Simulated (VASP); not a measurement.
**H9C20Cl: single point with PBE+D3(BJ)**

The system is H9C20Cl, a slab with vacuum.

```
H C Cl
1.0
     5.04874    0.00000    0.00000
     0.00000    5.04874    0.00000
     0.00000    0.00000   16.16470
H C Cl
9 20 1
Direct
  0.42779 0.00000 0.06186
  0.07221 0.00000 0.06186
  0.92779 0.00000 0.06186
  0.57221 0.00000 0.06186
  0.42779 0.50000 0.06186
  0.07221 0.50000 0.06186
  0.92779 0.50000 0.06186
  0.57221 0.50000 0.06186
  0.25002 0.00810 0.38130
  0.25000 0.00000 0.10113
  0.75000 0.00000 0.10113
  0.25000 0.50000 0.10113
  0.75000 0.50000 0.10113
  0.25000 0.25000 0.15634
  0.75000 0.25000 0.15634
  0.25000 0.75000 0.15634
  0.75000 0.75000 0.15634
  0.00436 0.24975 0.20665
  0.49561 0.24975 0.20665
  0.99995 0.75001 0.21669
  0.50002 0.75002 0.21669
  0.00235 0.01602 0.26839
  0.49760 0.01603 0.26840
  0.00170 0.48356 0.26867
  0.49826 0.48356 0.26867
  0.24996 0.08761 0.31867
  0.74998 0.11156 0.30988
  0.24999 0.40790 0.31872
  0.74998 0.38652 0.31036
  0.24996 0.53003 0.42333
```

```
Program                : VASP 6.6.1
Task                   : single point
Functional             : PBE
Dispersion             : D3(BJ)
Potentials or basis    : VASP PAW PBE potentials, release 64 (H, C, Cl)
Cutoff                 : 520 eV
k mesh                 : 2 × 2 × 1
Occupations            : gaussian, width 0.02 eV
Spin                   : no spin polarisation
Dipole correction      : no
Further INCAR settings : LREAL = Auto; ALGO = Normal; EDIFF = 1e-07; NBANDS = 69
```

The largest force is 8.961 eV/Å, the band gap on the k mesh is 1.13 eV, direct and the dispersion energy per atom is -0.113 eV.

Forces in eV/Å, atoms in the order of the input:
```
H   -8.960 -0.061  0.089
H    8.960 -0.061  0.089
H   -8.942 -0.044  0.098
H    8.943 -0.044  0.098
H   -8.961  0.058  0.090
H    8.961  0.058  0.090
H   -8.947  0.043  0.098
H    8.947  0.043  0.098
H   -0.002 -0.006  0.009
C    0.000 -0.184  0.953
C    0.000 -0.120  1.086
C    0.000  0.189  0.949
C    0.000  0.128  1.052
C   -0.002  0.001 -3.822
C   -0.002  0.080 -2.816
C   -0.001 -0.035  0.856
C   -0.002 -0.067  0.853
C   -0.014 -0.003 -0.005
C    0.018 -0.004 -0.004
C   -0.001 -0.007  0.007
C    0.003 -0.008  0.007
C    0.004 -0.029  0.005
C   -0.004 -0.030  0.002
C    0.010  0.043 -0.004
C   -0.010  0.044 -0.001
C    0.004 -0.007  0.029
C    0.000 -0.054  0.031
C   -0.002  0.056  0.135
C    0.001  0.058  0.039
Cl   0.001 -0.040 -0.108
```

Levels at points of the mesh, in eV from the valence-band top:
```csv
k point,band 46,band 47,band 48,band 49,band 50,band 51
"(0.00, 0.00, 0.00)",-1.29,-0.56,-0.09,1.35,2.26,3.35
"(0.50, 0.00, 0.00)",-2.22,-2.16,-1.12,1.67,3.41,3.50
"(0.00, 0.50, 0.00)",-1.09,-0.30,0.00,1.13,3.17,3.20
"(0.50, 0.50, 0.00)",-2.76,-2.45,-0.86,1.57,3.60,4.20
```

Run time: 3.5 min on 1 thread of Intel(R) Xeon(R) 6975P-C (Granite Rapids), on a shared host, peak memory 0.45 GiB.

Caveat: the k points lie up to 0.62 Å⁻¹ apart.
